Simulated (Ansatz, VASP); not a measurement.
## One calculation of Hf, two programs

The input INCAR:

```
SYSTEM = Hf
  ALGO = Fast
  EDIFF = 1E-6
  ENCUT = 520
  GGA = PS
  ISIF = 2
  ISMEAR = 0
  LASPH = .TRUE.
  LCHARG = .FALSE.
  LREAL = .FALSE.
  LWAVE = .FALSE.
  NBANDS = 17
  NELM = 60
  PREC = Accurate
  SIGMA = 0.15
```

Contents of KPOINTS:

```
k-points
0
G
  18 18 10
  0 0 0
```

The input POSCAR:

```
Hf
1.0
    3.1966985242      0.0000000000      0.0000000000
   -1.5983492621      2.4915799172      0.0000000000
    0.0000000000      0.0000000000      5.0578000000
Hf
2
Direct
    0.3333333333      0.6666666667      0.2500000000
    0.6666666667      0.3333333333      0.7500000000
```

Input for Ansatz:

```yaml
crystal:
  lattice:
    - [3.1966985242, 0.0, 0.0]
    - [-1.5983492621, 2.4915799172, 0.0]
    - [0.0, 0.0, 5.0578]
  atoms:
    - { symbol: Hf, position: [0.3333333333, 0.6666666667, 0.25] }
    - { symbol: Hf, position: [0.6666666667, 0.3333333333, 0.75] }
basis:
  ecutwfc: 420
kpoints:
  mp_grid: { grid: [18, 18, 10] }
hamiltonian:
  xc: pbesol
scf:
  occupations: { method: gaussian, width: 0.15 }
output:
  forces: true
  stress: true
  eigenvalues: true
```

Change from the starting cell: strain -0.1000 x Voigt [0, 1, 0, 0, 0, 0], atoms carried along.

Alike in both runs: task single point; functional PBEsol; k mesh 18 × 18 × 10; occupations gaussian, width 0.15 eV; no spin polarisation.

```csv
,VASP,Ansatz
version,VASP 6.6.1,Ansatz 0.2.0
potentials or method,"VASP PAW PBE potentials, release 64 (Hf_pv), cutoff 520 eV","scalar-relativistic, plane waves, PAW"
valence electrons in the cell,20,52
```

|  | VASP | Ansatz | Ansatz less VASP |
| --- | --- | --- | --- |
| gap on the k mesh at the Fermi level (eV) | none | none | - |
| pressure (GPa) | 8.5 | 8.8 | +0.29 |
| traceless stress, the component that is largest in VASP (GPa) | 9.88 | 9.78 | -0.100 |
| rms of the force components (eV/Å) | 0.157 | 0.158 | +0.0012 |

VASP's potentials were made for PBE, not for PBEsol. Atom by atom the forces differ by 0.001 eV/Å (rms over components). A gap of «none» marks a metal or a gap that the smearing closes. VASP's potentials hold 20 valence electrons a cell and Ansatz's 52, so a difference there can come from the potentials and not from the codes.

Neither program's run includes spin-orbit coupling.
